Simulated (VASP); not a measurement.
# Y (P6_3/mmc) in VASP: a series of runs

The runs below take Y through single point, with PBEsol, PBE.

Everything below comes from runs of VASP 6.6.1. Logs are shortened: lines on timing, memory, paths and dates and some standing lists are left out, and cuts for length are marked.

## (1) The cell of the first run

It takes space group P6_3/mmc (No. 194, hexagonal). The conventional cell has a = 3.647 Å, b = 3.647 Å, c = 5.731 Å, α = 90.00°, β = 90.00°, γ = 120.00°. Within 4.7 Å of Y (site symmetry -6m2) lie 12 Y at 3.56 to 3.65 Å.

## (2) Single point, PBEsol

INCAR

```
SYSTEM = Y
  PREC = Accurate
  ENCUT = 520
  EDIFF = 1E-6
  ISMEAR = 0
  SIGMA = 0.02
  LREAL = .False.
  LASPH = .True.
  NELM = 80
  ALGO = Normal
  ISIF = 2
  LWAVE = .False.
  LCHARG = .False.
  GGA = PS
  NBANDS = 18
```

KPOINTS

```
Automatic mesh
0
Gamma
  8 8 5
  0 0 0
```

POSCAR

```
Y
1.0
    3.6474000000      0.0000000000      0.0000000000
   -1.8237000000      3.1587410578      0.0000000000
    0.0000000000      0.0000000000      5.7306000000
Y
2
Direct
    0.6666666667      0.3333333333      0.7500000000
    0.3333333333      0.6666666667      0.2500000000
```

Potentials or basis: VASP PAW PBE potentials, release 64 (Y_sv).

Launch:

```
$ cat potpaw_PBE.64/Y_sv/POTCAR > POTCAR
$ mpirun -np 1 vasp_std > vasp.out
```

OUTCAR:

```text
SYSTEM = Y
   PREC = Accurate
   ENCUT = 520
   EDIFF = 1E-6
   ISMEAR = 0
   LREAL = .False.
   LASPH = .True.
   NELM = 80
   ISIF = 2
   GGA = PS

 ion  position               nearest neighbor table
   1  0.667  0.333  0.750-   2 3.56   2 3.56   2 3.56   2 3.56   2 3.56   2 3.56
   2  0.333  0.667  0.250-   1 3.56   1 3.56   1 3.56   1 3.56   1 3.56   1 3.56

  LATTYP: Found a hexagonal cell.
 ALAT       =     3.6474000000
 C/A-ratio  =     1.5711465702

  Lattice vectors:

 A1 = (   3.6474000000,   0.0000000000,   0.0000000000)
 A2 = (  -1.8237000000,   3.1587410578,   0.0000000000)
 A3 = (   0.0000000000,   0.0000000000,   5.7306000000)

Analysis of symmetry for initial positions (statically):
=====================================================================
 Subroutine PRICEL returns:
 Original cell was already a primitive cell.

 Routine SETGRP: Setting up the symmetry group for a
 hexagonal supercell.

 Subroutine GETGRP returns: Found 24 space group operations
 (whereof 12 operations were pure point group operations)
 out of a pool of 24 trial point group operations.

The static configuration has the point symmetry D_3d.
 The point group associated with its full space group is D_6h.

Analysis of symmetry for dynamics (positions and initial velocities):
=====================================================================
 Subroutine PRICEL returns:
 Original cell was already a primitive cell.

 Routine SETGRP: Setting up the symmetry group for a
 hexagonal supercell.

 Subroutine GETGRP returns: Found 24 space group operations
 (whereof 12 operations were pure point group operations)
 out of a pool of 24 trial point group operations.

The dynamic configuration has the point symmetry D_3d.
 The point group associated with its full space group is D_6h.

 Subroutine INISYM returns: Found 24 space group operations
 (whereof 12 operations are pure point group operations),
 and found     1 'primitive' translations

----------------------------------------------------------------------------------------

                                     Primitive cell

  volume of cell :      66.0233

  direct lattice vectors                    reciprocal lattice vectors
     3.647400000  0.000000000  0.000000000     0.274167900  0.158290911  0.000000000
    -1.823700000  3.158741058  0.000000000     0.000000000  0.316581822  0.000000000
     0.000000000  0.000000000  5.730600000     0.000000000  0.000000000  0.174501797

  length of vectors
     3.647400000  3.647400000  5.730600000     0.316581822  0.316581822  0.174501797

  position of ions in fractional coordinates (direct lattice)
     0.666666667  0.333333333  0.750000000
     0.333333333  0.666666667  0.250000000

  ion indices of the primitive-cell ions
   primitive index   ion index
                 1           1
                 2           2

----------------------------------------------------------------------------------------

 KPOINTS: Automatic mesh

Automatic generation of k-mesh.
 Grid dimensions read from file:
 generate k-points for:    8    8    5

 Generating k-lattice:

  Cartesian coordinates                     Fractional coordinates (reciprocal lattice)
     0.034270988  0.019786364  0.000000000     0.125000000 -0.000000000  0.000000000
     0.000000000  0.039572728  0.000000000     0.000000000  0.125000000  0.000000000
     0.000000000  0.000000000  0.034900359     0.000000000  0.000000000  0.200000000

  Length of vectors
     0.039572728  0.039572728  0.034900359

  Shift w.r.t. Gamma in fractional coordinates (k-lattice)
     0.000000000  0.000000000  0.000000000

 Subroutine IBZKPT returns following result:
 ===========================================

 Found     30 irreducible k-points:

 Following reciprocal coordinates:
            Coordinates               Weight
  0.000000  0.000000  0.000000      1.000000
  0.125000  0.000000  0.000000      6.000000
  0.250000  0.000000  0.000000      6.000000
  0.375000 -0.000000  0.000000      6.000000
  0.500000  0.000000  0.000000      3.000000
  0.125000  0.125000  0.000000      6.000000
[... 16 lines left out ...]
  0.250000  0.000000  0.400000     12.000000
  0.375000 -0.000000  0.400000     12.000000
 [... further k-points ...]
   k-points           NKPTS =     30   k-points in BZ     NKDIM =     30   number of bands    NBANDS=     18
   number of dos      NEDOS =    301   number of ions     NIONS =      2
   total plane-waves  NPLWV =  37632
   dimension x,y,z NGX =    28 NGY =   28 NGZ =   48
   dimension x,y,z NGXF=    56 NGYF=   56 NGZF=   96
   ions per type =               2
   NGX,Y,Z   is equivalent  to a cutoff of  12.76, 12.76, 13.92 a.u.
   NGXF,Y,Z  is equivalent  to a cutoff of  25.52, 25.52, 27.85 a.u.
 SYSTEM =  Y
   PREC   = accura    normal or accurate (medium, high low for compatibility)
   ISTART =      0    job   : 0-new  1-cont  2-samecut
   ICHARG =      2    charge: 1-file 2-atom 10-const
   ISPIN  =      1    spin polarized calculation?
   LNONCOLLINEAR =      F non collinear calculations
   LSORBIT =      F    spin-orbit coupling
   LASPH  =      T    aspherical Exc in radial PAW
   ENCUT  =  520.0 eV  38.22 Ry    6.18 a.u.   6.78  6.78 10.66*2*pi/ulx,y,z
   NELM   =     80;   NELMIN=  2; NELMDL= -5     # of ELM steps
   EDIFF  = 0.1E-05   stopping-criterion for ELM
   LREAL  =      F    real-space projection
   EDIFFG = 0.1E-04   stopping-criterion for IOM
   NSW    =      0    number of steps for IOM
   IBRION =     -1    ionic relax: 0-MD 1-quasi-New 2-CG
   NFREE  =      0    steps in history (QN), initial steepest desc. (CG)
   ISIF   =      2    stress and relaxation
   ISYM   =      2    0-nonsym 1-usesym 2-fastsym
   POTIM  = 0.5000    time-step for ionic-motion
   TEBEG  =    0.0;   TEEND  =   0.0 temperature during run
   PSTRESS=    0.0 pullay stress
   NELECT =      22.0000    total number of electrons
   NUPDOWN=      -1.0000    fix difference up-down
   EMIN   =  10.00;   EMAX   =-10.00  energy-range for DOS
   EFERMI =   0.00;   METHOD = LEGACY
   ISMEAR =     0;   SIGMA  =   0.02  broadening in eV -4-tet -1-fermi 0-gaus
   EFERMI_NEDOS =   21; number of points for ismear=-14 and -15
   IALGO  =     38    algorithm
   IMIX   =      4    mixing-type and parameters
     AMIX     =   0.40;   BMIX     =  1.00
     AMIX_MAG =   1.60;   BMIX_MAG =  1.00
  volume/ion in A,a.u.               =      33.01       222.77
  Fermi-wavevector in a.u.,A,eV,Ry     =   1.134967  2.144777 17.526345  1.288150
  Thomas-Fermi vector in A             =   2.271671
   LORBIT       =      0    0 simple, 1 ext, 2 COOP (PROOUT), +10 PAW based schemes
   GGA     = PS    functional components
   LHFCALC =     F    Hartree Fock is set to
   AEXX    =    0.0000 exact exchange contribution
   IVDW    =     0    specifies the selected vdW correction
   LEPSILON=     F    determine dielectric tensor
   LRPA    =     F    only Hartree local field effects (RPA)
 non-spin polarized calculation
 Gauss-broadening in eV      SIGMA  =   0.02
  energy-cutoff  :      520.00
  volume of cell :       66.02
 maximum number of plane-waves:      1791
 NGX is ok and might be reduce to    28
   NGX = 13   NGY = 13   NGZ = 21

 number of electron      22.0000001 magnetization

 Free energy of the ion-electron system (eV)
  ---------------------------------------------------
  ext. energy  EPLUGINS =         0.00000000
  ---------------------------------------------------
  free energy    TOTEN  =       -13.59753769 eV

  energy without entropy =      -13.59570748  energy(sigma->0) =      -13.59662259

 E-fermi :   2.8315     XC(G=0):  -9.5138

 val. band max:        2.8193309967   @ k =   0.3750   0.2500   0.4000
 cond. band min:       2.8330712255   @ k =   0.3750   0.2500   0.4000
 fundamental gap:      0.0137402288
 Fermi energy:         2.8315128198

 k-point     1 :       0.0000    0.0000    0.0000
  band No.  band energies     occupation
      1     -39.7494      2.00000
      2     -39.6773      2.00000
      3     -20.0366      2.00000
      4     -19.5719      2.00000
      5     -19.5719      2.00000
      6     -19.4837      2.00000
[... 10 lines left out ...]
     17       5.6358      0.00000
     18       5.6358      0.00000

 k-point     2 :       0.1250    0.0000    0.0000
  band No.  band energies     occupation
      1     -39.7419      2.00000
      2     -39.6747      2.00000
      3     -20.0095      2.00000
      4     -19.6264      2.00000
      5     -19.5902      2.00000
      6     -19.5406      2.00000
[... 10 lines left out ...]
     17       5.3515      0.00000
     18       5.4799      0.00000

 k-point     3 :       0.2500    0.0000    0.0000
  band No.  band energies     occupation
      1     -39.7229      2.00000
      2     -39.6692      2.00000
      3     -19.9364      2.00000
      4     -19.7587      2.00000
      5     -19.6719      2.00000
      6     -19.6322      2.00000
[... 10 lines left out ...]
     17       6.0349      0.00000
     18       6.2852      0.00000

 k-point     4 :       0.3750   -0.0000    0.0000
  band No.  band energies     occupation
      1     -39.7013      2.00000
      2     -39.6661      2.00000
      3     -19.8915      2.00000
      4     -19.8427      2.00000
      5     -19.7956      2.00000
      6     -19.6719      2.00000
[... 10 lines left out ...]
     17       7.0975      0.00000
     18       7.3722      0.00000

 k-point     5 :       0.5000    0.0000    0.0000
  band No.  band energies     occupation
      1     -39.6904      2.00000
      2     -39.6668      2.00000
      3     -19.9463      2.00000
      4     -19.8451      2.00000
      5     -19.7874      2.00000
      6     -19.6879      2.00000
[... 10 lines left out ...]
     17       8.2080      0.00000
     18       8.3247      0.00000

 k-point     6 :       0.1250    0.1250    0.0000
  band No.  band energies     occupation
      1     -39.7286      2.00000
      2     -39.6707      2.00000
      3     -19.9592      2.00000
      4     -19.7015      2.00000
      5     -19.6709      2.00000
      6     -19.5902      2.00000
[... 10 lines left out ...]
     17       5.6356      0.00000
     18       6.1661      0.00000

 k-point     7 :       0.2500    0.1250    0.0000
  band No.  band energies     occupation
      1     -39.7081      2.00000
      2     -39.6666      2.00000
      3     -19.8740      2.00000
      4     -19.8238      2.00000
      5     -19.7683      2.00000
      6     -19.6564      2.00000
[... 10 lines left out ...]
     17       6.6639      0.00000
     18       7.2665      0.00000

 k-point     8 :       0.3750    0.1250    0.0000
  band No.  band energies     occupation
      1     -39.6905      2.00000
      2     -39.6668      2.00000
      3     -19.9172      2.00000
      4     -19.8227      2.00000
      5     -19.7884      2.00000
      6     -19.7093      2.00000
[... 10 lines left out ...]
     17       7.6609      0.00000
     18       8.1386      0.00000
[... 229 lines left out ...]
     17       7.2626      0.00000
     18       7.8682      0.00000

 k-point    20 :       0.3750    0.2500    0.2000
  band No.  band energies     occupation
      1     -39.6790      2.00000
      2     -39.6710      2.00000
      3     -19.9063      2.00000
      4     -19.8503      2.00000
      5     -19.8122      2.00000
      6     -19.6834      2.00000
[... 10 lines left out ...]
     17       7.3551      0.00000
     18       7.8463      0.00000

 k-point    21 :       0.0000    0.0000    0.4000
  band No.  band energies     occupation
      1     -39.7247      2.00000
      2     -39.7024      2.00000
      3     -19.8401      2.00000
      4     -19.6576      2.00000
      5     -19.5415      2.00000
      6     -19.5415      2.00000
[... 10 lines left out ...]
     17       6.7964      0.00000
     18       6.7964      0.00000

 k-point    22 :       0.1250    0.0000    0.4000
  band No.  band energies     occupation
      1     -39.7188      2.00000
      2     -39.6980      2.00000
      3     -19.8423      2.00000
      4     -19.6911      2.00000
      5     -19.5792      2.00000
      6     -19.5561      2.00000
[... 10 lines left out ...]
     17       6.6992      0.00000
     18       6.7736      0.00000

 k-point    23 :       0.2500    0.0000    0.4000
  band No.  band energies     occupation
      1     -39.7044      2.00000
      2     -39.6878      2.00000
      3     -19.8773      2.00000
      4     -19.7986      2.00000
      5     -19.6357      2.00000
      6     -19.5905      2.00000
[... 10 lines left out ...]
     17       6.7627      0.00000
     18       6.8756      0.00000

 k-point    24 :       0.3750   -0.0000    0.4000
  band No.  band energies     occupation
      1     -39.6892      2.00000
      2     -39.6783      2.00000
      3     -19.9584      2.00000
      4     -19.9158      2.00000
      5     -19.6394      2.00000
      6     -19.6240      2.00000
[... 10 lines left out ...]
     17       7.3199      0.00000
     18       7.4503      0.00000

 [... further k-points ...]
[... 5 lines left out ...]
  --------------------------------------------------------------------------------------
  -------------------------------------------------------------------------------------
  Total       -0.8695657     -0.8695657     -0.8855532      0.0000000      0.0000000      0.0000000
  in kB      -21.1016044    -21.1016044    -21.4895708      0.0000000      0.0000000      0.0000000
  external PRESSURE =     -21.2309265 kB  Pullay stress =       0.0000000 kB

 VOLUME and BASIS-vectors are now :
 -----------------------------------------------------------------------------
  energy-cutoff  :      520.00
  volume of cell :       66.02
      direct lattice vectors                 reciprocal lattice vectors
     3.647400000  0.000000000  0.000000000     0.274167900  0.158290911  0.000000000
    -1.823700000  3.158741058  0.000000000     0.000000000  0.316581822  0.000000000
     0.000000000  0.000000000  5.730600000     0.000000000  0.000000000  0.174501797

 POSITION                                       TOTAL-FORCE (eV/Angst)
 -----------------------------------------------------------------------------------
      1.82370      1.05291      4.29795        -0.000000      0.000000      0.000000
     -0.00000      2.10583      1.43265         0.000000     -0.000000      0.000000
 -----------------------------------------------------------------------------------
    total drift:                               -0.000000      0.000000     -0.000000

  FREE ENERGIE OF THE ION-ELECTRON SYSTEM (eV)
  ---------------------------------------------------
  free  energy   TOTEN  =       -13.5975376915 eV

  energy  without entropy=      -13.5957074821  energy(sigma->0) =      -13.59662259
```

It took 20 s on 1 thread of Intel Xeon 6975P-C (Granite Rapids), shared host; peak memory 0.21 GiB.

Results:

```yaml
Free_energy: -13.5975 eV
Pressure: -2.1 GPa
Band_gap_on_the_k_mesh: zero (band 11 reaches 3.74 eV, above the bottom of band 12 at 2.42 eV)
```

Caveat: the PAW data sets were made with another functional, which shifts forces and pressure a little.

## (3) Single point, PBE

INCAR

```
SYSTEM = Y
ALGO     = Fast           ! electronic algorithm
EDIFF    = 1E-7           ! SCF threshold, eV
ENCUT    = 520            ! plane-wave cutoff, eV
GGA      = PE             ! functional
ISIF     = 2              ! what is computed and relaxed
ISMEAR   = 0              ! smearing method
LASPH    = .True.         ! aspherical terms in the spheres
LCHARG   = .True.         ! write CHGCAR
LELF     = .True.         ! ELF
LREAL    = .False.        ! projectors in reciprocal space
LVHAR    = .True.       
LWAVE    = .False.        ! write WAVECAR
NBANDS   = 18             ! bands
NELM     = 60             ! most SCF steps
PREC     = Accurate       ! precision mode
SIGMA    = 0.05           ! smearing width, eV
```

KPOINTS

```
k-points
0
Gamma
  8 8 5
  0 0 0
```

POSCAR is that of step 2.

Potentials or basis: VASP PAW PBE potentials, release 64 (Y_sv).

Launch:

```
$ cat potpaw_PBE.64/Y_sv/POTCAR > POTCAR
$ mpirun -np 1 vasp_std > vasp.out
```

It took 33 s on 1 thread of Intel Xeon 6975P-C (Granite Rapids), shared host; peak memory 0.2 GiB.

Results (log left out):

| Property | Result |
| --- | --- |
| Free energy | -12.8540 eV |
| Pressure | -0.2 GPa |
| Band gap on the k mesh | zero (band 11 reaches 3.84 eV, above the bottom of band 12 at 2.53 eV) |

Stress tensor (GPa, compression positive):
```
-0.16  0.00  0.00
 0.00 -0.16  0.00
 0.00  0.00 -0.40
```

Levels at points of the mesh, in eV from the Fermi level:
| k point | band 9 | band 10 | band 11 | band 12 | band 13 | band 14 |
| --- | --- | --- | --- | --- | --- | --- |
| (0.00, 0.00, 0.00) | -4.66 | -1.83 | 0.88 | 1.77 | 1.77 | 2.06 |
| (0.50, 0.00, 0.00) | -1.65 | -1.15 | -0.78 | -0.09 | 1.41 | 1.50 |
